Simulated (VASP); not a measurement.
Input of a VASP 6.6.1 run:

POSCAR

```
Ga4PN3
1.0
    6.2081462292     -1.6756966190      0.0237386825
    6.2081462292      1.6756966190      0.0237386825
   -2.7058470041      0.0000000000      5.1343436521
N Ga P
3 4 1
Direct
    1.0092310406      1.0092310406      0.6781834371
    0.7488348475      0.7488348475      0.0864254799
    0.4909511583      0.4909511583      0.1584639047
    0.1884612118      0.1884612118      0.8817104668
    0.9355920357      0.9355920357      0.2733660590
    0.6689002119      0.6689002119      0.3089092817
    0.4558832116      0.4558832116      0.7822665608
    0.2521462825      0.2521462825      0.5806748100
```

INCAR.step1

```
SYSTEM = Ga4PN3
ALGO = Normal ; EDIFF = 1E-4
ENCUT = 520 ; GGA = PE
ISMEAR = -1 ; LASPH = .True.
LCHARG = .False. ; LREAL = .False.
LWAVE = .True. ; NBANDS = 46
NELM = 80 ; PREC = Accurate
SIGMA = 0.02
```

File INCAR.step2:

```
SYSTEM = Ga4PN3
ALGO = Normal ; EDIFF = 1E-7
ENCUT = 520 ; ISIF = 2
ISMEAR = -1 ; ISTART = 1
LASPH = .True. ; LCHARG = .False.
LMIXTAU = .True. ; LREAL = .False.
LWAVE = .False. ; METAGGA = R2SCAN
NBANDS = 46 ; NELM = 80
PREC = Accurate ; SIGMA = 0.02
```

The input KPOINTS:

```
k-points
0
Gamma
  8 8 6
  0 0 0
```

Potentials or basis: VASP PAW PBE potentials, release 64 (N, Ga_d, P).

Run with:

```console
$ cat potpaw_PBE.64/N/POTCAR potpaw_PBE.64/Ga_d/POTCAR potpaw_PBE.64/P/POTCAR > POTCAR
$ cp INCAR.step1 INCAR
$ mpirun -np 1 vasp_std > vasp.out
$ cp INCAR.step2 INCAR
$ mpirun -np 1 vasp_std > vasp.out
```

Problem. Estimate the largest force.

Solution. 0.095 eV/Å.

Problem. Predict the band gap on the k mesh.

Solution. Zero (bands 36 and 37 overlap by 0.02 eV).

Problem. Estimate the pressure.

Solution. 0.5 GPa.

Forces on the atoms (eV/Å):
```
N   -0.002  0.000 -0.026
N    0.025  0.000  0.001
N   -0.029  0.000 -0.007
Ga   0.047  0.000 -0.041
Ga   0.003  0.000  0.014
Ga   0.012  0.000  0.094
Ga  -0.049  0.000 -0.022
P   -0.007  0.000 -0.014
```

Caveat: semilocal functionals underestimate gaps, and a narrow one can read as zero; the PAW data sets were made with another functional, which shifts forces and pressure a little.
